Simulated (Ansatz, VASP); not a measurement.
**One calculation of MgO, two programs**

The input INCAR:

```
SYSTEM = MgO
PREC = Accurate
ENCUT = 520
EDIFF = 1E-6
ISMEAR = 0
SIGMA = 0.05
LREAL = .False.
LASPH = .True.
NELM = 100
ALGO = Normal
ISIF = 2
LWAVE = .False.
LCHARG = .False.
GGA = PE
NBANDS = 26
```

Contents of KPOINTS:

```
Automatic mesh
0
Gamma
  6 6 6
  0 0 0
```

The input POSCAR:

```
MgO
1.0
    1.4688622380      2.5441440255      2.6797873418
   -1.4688622380     -2.5441440255      2.6797873418
    4.4065867139     -2.5441440255      0.0000000000
Mg O
4 4
Direct
    0.5000000000      0.5000000000      0.0000000000
    0.2500000000      0.7500000000      0.5000000000
    0.7500000000      0.2500000000      0.5000000000
    0.0000000000      0.0000000000      0.0000000000
    0.7840399519      0.7159600481      0.4014132372
    0.5000000000      1.0000000000      0.8333333333
    0.0000000000      0.5000000000      0.8333333333
    0.2500000000      0.2500000000      0.3333333333
```

Input for Ansatz:

```yaml
crystal:
  lattice:
    - [1.468862238, 2.5441440255, 2.6797873418]
    - [-1.468862238, -2.5441440255, 2.6797873418]
    - [4.4065867139, -2.5441440255, 0.0]
  atoms:
    - { symbol: Mg, position: [0.5, 0.5, 0.0] }
    - { symbol: Mg, position: [0.25, 0.75, 0.5] }
    - { symbol: Mg, position: [0.75, 0.25, 0.5] }
    - { symbol: Mg, position: [0.0, 0.0, 0.0] }
    - { symbol: O, position: [0.7840399519, 0.7159600481, 0.4014132372] }
    - { symbol: O, position: [0.5, 1.0, 0.8333333333] }
    - { symbol: O, position: [0.0, 0.5, 0.8333333333] }
    - { symbol: O, position: [0.25, 0.25, 0.3333333333] }
basis:
  ecutwfc: 420
kpoints:
  mp_grid: { grid: [6, 6, 6] }
hamiltonian:
  xc: pbe
scf:
  occupations: { method: gaussian, width: 0.05 }
output:
  forces: true
  stress: true
  eigenvalues: true
  write_density: true
  write_potential: true
  elf: true
  volumetric_format: npy
```

Alike in both runs: task single point; functional PBE; k mesh 6 × 6 × 6; occupations gaussian, width 0.05 eV; no spin polarisation.

```csv
,VASP,Ansatz
version,VASP 6.6.1,Ansatz 0.2.0
potentials or method,"VASP PAW PBE potentials, release 64 (Mg, O), cutoff 520 eV","scalar-relativistic, plane waves, PAW"
valence electrons in the cell,32,64
```

Ansatz gave:

```
gap on the k mesh at the Fermi level (eV)                     : 2.73
least direct gap on the mesh (eV)                             : 2.92
pressure (GPa)                                                : 3.2
traceless stress, the component that is largest in VASP (GPa) : 1.54
rms of the force components (eV/Å)                            : 0.919
```

Task: Which values does VASP return?

Result: gap on the k mesh at the Fermi level (eV): 2.71; least direct gap on the mesh (eV): 2.90; pressure (GPa): 2.6; traceless stress, the component that is largest in VASP (GPa): 1.58; rms of the force components (eV/Å): 0.928.

Atom by atom the forces differ by 0.011 eV/Å (rms over components). VASP's potentials hold 32 valence electrons a cell and Ansatz's 64, so a difference there can come from the potentials and not from the codes.
